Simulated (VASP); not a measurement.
# Cr (Im-3m) in VASP: a series of runs

Cr is run at these levels: LDA; tasks: electric field gradients.

Everything below comes from runs of VASP 6.6.1. Logs are shortened: lines on timing, memory, paths and dates and some standing lists are left out, and cuts for length are marked.

### Step 1. The cell of the first run

The structure is cubic, space group Im-3m (No. 229). The conventional cell has a = 2.845 Å, b = 2.845 Å, c = 2.845 Å, α = 90.00°, β = 90.00°, γ = 90.00°. Within 3.3 Å of Cr (site symmetry m-3m) lie 14 Cr at 2.46 to 2.84 Å.

### Step 2. Electric field gradients, LDA, collinear spin, ferromagnetic start (volume scaled by 0.96)

Contents of INCAR:

```
PREC     = Accurate       # precision mode
ENCUT    = 520            # plane-wave cutoff, eV
EDIFF    = 1E-8           # SCF threshold, eV
ISMEAR   = -1             # smearing method
SIGMA    = 0.08           # smearing width, eV
LREAL    = False          # projectors in reciprocal space
LASPH    = True           # aspherical terms in the spheres
NELM     = 150            # most SCF steps
ALGO     = Normal         # electronic algorithm
ISIF     = 2              # what is computed and relaxed
LWAVE    = False          # write WAVECAR
LCHARG   = False          # write CHGCAR
ISPIN    = 2              # spin polarisation
MAGMOM   = 3              # initial moments
LORBIT   = 11             # projections on sites
LMAXMIX  = 4              # l up to which the mixer works
LEFG     = True         
NBANDS   = 16             # bands
```

Contents of KPOINTS:

```
Automatic mesh
0
Gamma
  18 18 18
```

Contents of POSCAR:

```
Cr
1.0
   -1.4224618002      1.4224618002      1.4224618002
    1.4224618002     -1.4224618002      1.4224618002
    1.4224618002      1.4224618002     -1.4224618002
Cr
1
Direct
    0.0000000000      0.0000000000      0.0000000000
```

Potentials or basis: VASP PAW LDA potentials, release 64 (Cr_pv).

Started as:

```console
cat potpaw_LDA.64/Cr_pv/POTCAR > POTCAR
mpirun -np 1 vasp_std > vasp.out
```

OUTCAR:

```text
PREC = Accurate
   ENCUT = 520
   EDIFF = 1E-8
   ISMEAR = -1
   LREAL = False
   LASPH = True
   NELM = 150
   ISIF = 2
   ISPIN = 2
   LORBIT = 11

 ion  position               nearest neighbor table
   1  0.000  0.000  0.000-

  LATTYP: Found a body centered cubic cell.
 ALAT       =     2.8449236004

  Lattice vectors:

 A1 = (  -1.4224618002,   1.4224618002,   1.4224618002)
 A2 = (   1.4224618002,  -1.4224618002,   1.4224618002)
 A3 = (   1.4224618002,   1.4224618002,  -1.4224618002)

Analysis of symmetry for initial positions (statically):
=====================================================================
 Subroutine PRICEL returns:
 Original cell was already a primitive cell.

 Routine SETGRP: Setting up the symmetry group for a
 body centered cubic supercell.

 Subroutine GETGRP returns: Found 48 space group operations
 (whereof 48 operations were pure point group operations)
 out of a pool of 48 trial point group operations.

The static configuration has the point symmetry O_h .

Analysis of symmetry for dynamics (positions and initial velocities):
=====================================================================
 Subroutine PRICEL returns:
 Original cell was already a primitive cell.

 Routine SETGRP: Setting up the symmetry group for a
 body centered cubic supercell.

 Subroutine GETGRP returns: Found 48 space group operations
 (whereof 48 operations were pure point group operations)
 out of a pool of 48 trial point group operations.

The dynamic configuration has the point symmetry O_h .

Analysis of structural, dynamic, and magnetic symmetry:
=====================================================================
 Subroutine PRICEL returns:
 Original cell was already a primitive cell.

 Routine SETGRP: Setting up the symmetry group for a
 body centered cubic supercell.

 Subroutine GETGRP returns: Found 48 space group operations
 (whereof 48 operations were pure point group operations)
 out of a pool of 48 trial point group operations.

The overall configuration has the point symmetry O_h .

 Subroutine INISYM returns: Found 48 space group operations
 (whereof 48 operations are pure point group operations),
 and found     1 'primitive' translations

----------------------------------------------------------------------------------------

                                     Primitive cell

  volume of cell :      11.5128

  direct lattice vectors                    reciprocal lattice vectors
    -1.422461800  1.422461800  1.422461800     0.000000000  0.351503288  0.351503288
     1.422461800 -1.422461800  1.422461800     0.351503288  0.000000000  0.351503288
     1.422461800  1.422461800 -1.422461800     0.351503288  0.351503288  0.000000000

  length of vectors
     2.463776110  2.463776110  2.463776110     0.497100717  0.497100717  0.497100717

  position of ions in fractional coordinates (direct lattice)
     0.000000000  0.000000000  0.000000000

  ion indices of the primitive-cell ions
   primitive index   ion index
                 1           1

----------------------------------------------------------------------------------------

 KPOINTS: Automatic mesh

Automatic generation of k-mesh.
 Grid dimensions read from file:
 generate k-points for:   18   18   18

 Generating k-lattice:

  Cartesian coordinates                     Fractional coordinates (reciprocal lattice)
     0.000000000  0.019527960  0.019527960     0.055555556  0.000000000  0.000000000
     0.019527960  0.000000000  0.019527960     0.000000000  0.055555556  0.000000000
     0.019527960  0.019527960  0.000000000     0.000000000  0.000000000  0.055555556

  Length of vectors
     0.027616707  0.027616707  0.027616707

  Shift w.r.t. Gamma in fractional coordinates (k-lattice)
     0.000000000  0.000000000  0.000000000

 Subroutine IBZKPT returns following result:
[... 38 lines left out ...]
   NGXF,Y,Z  is equivalent  to a cutoff of  24.29, 24.29, 24.29 a.u.
 SYSTEM =  unknown system
   PREC   = accura    normal or accurate (medium, high low for compatibility)
   ISTART =      0    job   : 0-new  1-cont  2-samecut
   ICHARG =      2    charge: 1-file 2-atom 10-const
   ISPIN  =      2    spin polarized calculation?
   LNONCOLLINEAR =      F non collinear calculations
   LSORBIT =      F    spin-orbit coupling
   LASPH  =      T    aspherical Exc in radial PAW
   ENCUT  =  520.0 eV  38.22 Ry    6.18 a.u.   4.58  4.58  4.58*2*pi/ulx,y,z
   NELM   =    150;   NELMIN=  2; NELMDL= -5     # of ELM steps
   EDIFF  = 0.1E-07   stopping-criterion for ELM
   LREAL  =      F    real-space projection
   EDIFFG = 0.1E-06   stopping-criterion for IOM
   NSW    =      0    number of steps for IOM
   IBRION =     -1    ionic relax: 0-MD 1-quasi-New 2-CG
   NFREE  =      0    steps in history (QN), initial steepest desc. (CG)
   ISIF   =      2    stress and relaxation
   ISYM   =      2    0-nonsym 1-usesym 2-fastsym
   POTIM  = 0.5000    time-step for ionic-motion
   TEBEG  =    0.0;   TEEND  =   0.0 temperature during run
   PSTRESS=    0.0 pullay stress
   NELECT =      12.0000    total number of electrons
   NUPDOWN=      -1.0000    fix difference up-down
   EMIN   =  10.00;   EMAX   =-10.00  energy-range for DOS
   EFERMI =   0.00;   METHOD = LEGACY
   ISMEAR =    -1;   SIGMA  =   0.08  broadening in eV -4-tet -1-fermi 0-gaus
   EFERMI_NEDOS =   21; number of points for ismear=-14 and -15
   IALGO  =     38    algorithm
   IMIX   =      4    mixing-type and parameters
     AMIX     =   0.40;   BMIX     =  1.00
     AMIX_MAG =   1.60;   BMIX_MAG =  1.00
  volume/ion in A,a.u.               =      11.51        77.69
  Fermi-wavevector in a.u.,A,eV,Ry     =   1.659872  3.136704 37.486439  2.755176
  Thomas-Fermi vector in A             =   2.747206
   LORBIT       =     11    0 simple, 1 ext, 2 COOP (PROOUT), +10 PAW based schemes
   GGA     = CA    functional components
   LHFCALC =     F    Hartree Fock is set to
   AEXX    =    0.0000 exact exchange contribution
   IVDW    =     0    specifies the selected vdW correction
   LEPSILON=     F    determine dielectric tensor
   LRPA    =     F    only Hartree local field effects (RPA)
 spin polarized calculation
  energy-cutoff  :      520.00
  volume of cell :       11.51
 maximum number of plane-waves:       325
   NGX =  9   NGY =  9   NGZ =  9

 number of electron      11.9999996 magnetization      -0.0000088

 number of electron      11.9999996 magnetization       0.0000025

 Free energy of the ion-electron system (eV)
  ---------------------------------------------------
  ext. energy  EPLUGINS =         0.00000000
  ---------------------------------------------------
  free energy    TOTEN  =       -10.60011202 eV

  energy without entropy =      -10.58289472  energy(sigma->0) =      -10.59150337

 E-fermi :  10.8501     XC(G=0): -14.0212

 val. band max:       10.8303079449   @ k =  -0.3333   0.3333   0.2778
 cond. band min:      10.8528710456   @ k =  -0.3333   0.3333   0.2222
 fundamental gap:      0.0225631008
 Fermi energy:        10.8500896875

 spin component 1

 k-point     1 :       0.0000    0.0000    0.0000
  band No.  band energies     occupation
      1     -31.4913      1.00000
      2     -31.4913      1.00000
      3     -31.4913      1.00000
      4       3.0383      1.00000
      5       9.9148      0.99999
      6       9.9148      0.99999
[... 435 lines left out ...]
      5       8.4499      1.00000
      6      10.5446      0.97851
[... 8 lines left out ...]
     15      41.2955      0.00000
     16      42.1260      0.00000

 [... further k-points ...]

 spin component 2

 k-point     1 :       0.0000    0.0000    0.0000
  band No.  band energies     occupation
      1     -31.4913      1.00000
      2     -31.4913      1.00000
      3     -31.4913      1.00000
      4       3.0383      1.00000
      5       9.9148      0.99999
      6       9.9148      0.99999
[... 435 lines left out ...]
      5       8.4499      1.00000
      6      10.5446      0.97851
[... 8 lines left out ...]
     15      41.2955      0.00000
     16      42.1261      0.00000

 [... further k-points ...]
[... 5 lines left out ...]
  --------------------------------------------------------------------------------------
  -------------------------------------------------------------------------------------
  Total       -1.1406853     -1.1406853     -1.1406853      0.0000000      0.0000000     -0.0000000
  in kB     -158.7430005   -158.7430005   -158.7430005      0.0000000      0.0000000     -0.0000000
  external PRESSURE =    -158.7430005 kB  Pullay stress =       0.0000000 kB

 VOLUME and BASIS-vectors are now :
 -----------------------------------------------------------------------------
  energy-cutoff  :      520.00
  volume of cell :       11.51
      direct lattice vectors                 reciprocal lattice vectors
    -1.422461800  1.422461800  1.422461800     0.000000000  0.351503288  0.351503288
     1.422461800 -1.422461800  1.422461800     0.351503288  0.000000000  0.351503288
     1.422461800  1.422461800 -1.422461800     0.351503288  0.351503288  0.000000000

 POSITION                                       TOTAL-FORCE (eV/Angst)
 -----------------------------------------------------------------------------------
      0.00000      0.00000      0.00000         0.000000      0.000000      0.000000
 -----------------------------------------------------------------------------------
    total drift:                                0.000000      0.000000      0.000000

  FREE ENERGIE OF THE ION-ELECTRON SYSTEM (eV)
  ---------------------------------------------------
  free  energy   TOTEN  =       -10.6001120208 eV

  energy  without entropy=      -10.5828947182  energy(sigma->0) =      -10.59150337

 Electric field gradients (V/A^2)
---------------------------------------------------------------------
 ion       V_xx      V_yy      V_zz      V_xy      V_xz      V_yz
---------------------------------------------------------------------
   1       0.000    -0.000    -0.000    -0.001    -0.001    -0.001
---------------------------------------------------------------------

 Electric field gradients after diagonalization (V/A^2)
 (convention: |V_zz| > |V_xx| > |V_yy|)
----------------------------------------------------------------------
 ion       V_xx      V_yy      V_zz     asymmetry (V_yy - V_xx)/ V_zz
----------------------------------------------------------------------
   1       0.001     0.001    -0.002       0.000
----------------------------------------------------------------------

           NMR quadrupolar parameters

 Cq : quadrupolar parameter    Cq=e*Q*V_zz/h
 eta: asymmetry parameters     (V_yy - V_xx)/ V_zz
 Q  : nuclear electric quadrupole moment in mb (millibarn)
----------------------------------------------------------------------
 ion       Cq(MHz)       eta       Q (mb)
----------------------------------------------------------------------
   1      -0.000       0.000       1.000
----------------------------------------------------------------------

 total charge

# of ion       s       p       d       tot
------------------------------------------
    1        0.428   6.401   4.239  11.069

 magnetization (x)

# of ion       s       p       d       tot
------------------------------------------
    1        0.000   0.000  -0.000  -0.000
```

Wall time 25 s (1 thread of Intel Xeon 6975P-C (Granite Rapids), shared host); peak memory 0.15 GiB.

Results:

* Free energy: -10.6001 eV
* Pressure: -15.9 GPa
* Band gap on the k mesh: zero (filled and empty bands overlap)
* Net moment: 0.00 μB per cell
* Valence electrons inside the program's atomic spheres: Cr 11.07

Caveat: the starting moments collapsed, and a magnetic state may lie lower; without QUAD_EFG the Cq values of the log hold for a quadrupole moment of 1 mb, not for the nuclei.

### Step 3. Electric field gradients, LDA, collinear spin, ferromagnetic start (volume scaled by 0.96)

Contents of INCAR:

```
PREC = Accurate
ENCUT = 520
EDIFF = 1E-8
ISMEAR = -1
SIGMA = 0.08
LREAL = False
LASPH = True
NELM = 150
ALGO = Normal
ISIF = 2
LWAVE = False
LCHARG = False
ISPIN = 2
MAGMOM = 3
LORBIT = 11
LMAXMIX = 4
GGA = CA
LEFG = True
NBANDS = 16
```

Contents of KPOINTS:

```
regular mesh
0
Gamma
  18 18 18
```

POSCAR is that of step 2.

Potentials or basis: VASP PAW LDA potentials, release 64 (Cr_pv).

Started as:

```console
cat potpaw_LDA.64/Cr_pv/POTCAR > POTCAR
mpirun -np 1 vasp_std > vasp.out
```

OUTCAR:

```text
PREC = Accurate
   ENCUT = 520
   EDIFF = 1E-8
   ISMEAR = -1
   LREAL = False
   LASPH = True
   NELM = 150
   ISIF = 2
   ISPIN = 2
   LORBIT = 11
   GGA = CA

 ion  position               nearest neighbor table
   1  0.000  0.000  0.000-

  LATTYP: Found a body centered cubic cell.
 ALAT       =     2.8449236004

  Lattice vectors:

 A1 = (  -1.4224618002,   1.4224618002,   1.4224618002)
 A2 = (   1.4224618002,  -1.4224618002,   1.4224618002)
[... 1143 lines left out ...]
  free  energy   TOTEN  =       -10.6001120208 eV

  energy  without entropy=      -10.5828947182  energy(sigma->0) =      -10.59150337

 Electric field gradients (V/A^2)
---------------------------------------------------------------------
 ion       V_xx      V_yy      V_zz      V_xy      V_xz      V_yz
---------------------------------------------------------------------
   1       0.000    -0.000    -0.000    -0.001    -0.001    -0.001
---------------------------------------------------------------------

 Electric field gradients after diagonalization (V/A^2)
 (convention: |V_zz| > |V_xx| > |V_yy|)
----------------------------------------------------------------------
 ion       V_xx      V_yy      V_zz     asymmetry (V_yy - V_xx)/ V_zz
----------------------------------------------------------------------
   1       0.001     0.001    -0.002       0.000
----------------------------------------------------------------------

           NMR quadrupolar parameters

 Cq : quadrupolar parameter    Cq=e*Q*V_zz/h
 eta: asymmetry parameters     (V_yy - V_xx)/ V_zz
 Q  : nuclear electric quadrupole moment in mb (millibarn)
----------------------------------------------------------------------
 ion       Cq(MHz)       eta       Q (mb)
----------------------------------------------------------------------
   1      -0.000       0.000       1.000
----------------------------------------------------------------------

 total charge

# of ion       s       p       d       tot
------------------------------------------
    1        0.428   6.401   4.239  11.069

 magnetization (x)

# of ion       s       p       d       tot
------------------------------------------
    1        0.000   0.000  -0.000  -0.000
```

stdout:

```text
POSCAR found type information on POSCAR Cr
 POSCAR found :  1 types and       1 ions
 scaLAPACK will be used
 LDA part: xc-table for (Slater(with rela. corr.)+CA(PZ))
 , standard interpolation
 POSCAR, INCAR and KPOINTS ok, starting setup
 FFT: planning ... GRIDC
 FFT: planning ... GRID_SOFT
 FFT: planning ... GRID
 WAVECAR not read
 entering main loop
ion   1
```

It took 25 s on 1 thread of Intel Xeon 6975P-C (Granite Rapids), shared host; peak memory 0.15 GiB.

Results:

```
Free energy                                           : -10.6001 eV
Pressure                                              : -15.9 GPa
Band gap on the k mesh                                : zero (filled and empty bands overlap)
Net moment                                            : 0.00 μB per cell
Valence electrons inside the program's atomic spheres : Cr 11.07
```

Caveat: the starting moments collapsed, and a magnetic state may lie lower; without QUAD_EFG the Cq values of the log hold for a quadrupole moment of 1 mb, not for the nuclei.

(Continued in part 2 of 2.)
